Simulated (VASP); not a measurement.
Runs of VASP 6.6.1 on Al2Ru. The structure is that of space group Fddd (No. 70), or close to it. The cells are those of the table. 

```tsv
task	cell	k mesh	cutoff (eV)	smearing	gap on the mesh (eV)	pressure (GPa)
single point	a = 5.933, b = 4.982, c = 4.632 Å, angles 76.1, 54.6, 49.3°, 6 atoms	6 × 6 × 6	520	gaussian 0.1 eV	0.08	-0.4
single point	a = 5.681, b = 4.787, c = 4.418 Å, angles 76.1, 54.9, 49.0°, 6 atoms	10 × 10 × 10	520	gaussian 0.01 eV	(a)	30.4
single point	a = 5.927, b = 4.975, c = 4.629 Å, angles 76.1, 54.6, 49.3°, 6 atoms	10 × 10 × 10	520	gaussian 0.01 eV	0.08	(c)
single point	a = 5.745, b = 4.837, c = 4.471 Å, angles 76.1, 54.8, 49.1°, 6 atoms	10 × 10 × 10	520	gaussian 0.01 eV	0.12	(b)
single point	a = 5.984, b = 5.018, c = 4.681 Å, angles 76.1, 54.5, 49.4°, 6 atoms	10 × 10 × 10	520	gaussian 0.01 eV	0.07	-4.9
single point	a = 5.888, b = 4.946, c = 4.594 Å, angles 76.1, 54.6, 49.2°, 6 atoms	10 × 10 × 10	520	gaussian 0.01 eV	0.09	3.9
relaxation of shape and atoms at fixed volume	relaxed from a = 5.966, b = 5.008, c = 4.660 Å, angles 76.1, 54.6, 49.3°, 6 atoms	10 × 10 × 10	600	gaussian 0.01 eV	0.08	-3.3
```

Alike in all rows: level PBEsol; potentials or basis VASP PAW PBE potentials, release 64 (Al, Ru_pv); no spin polarisation.

Task: Fill in the values left out.

Result: (a) 0.13; (b) 20.9; (c) 0.1.

Caveats: the PAW data sets were made with another functional, which shifts forces and pressure a little.

A k mesh can miss the band edges, and the runs leave out spin-orbit coupling on Ru.
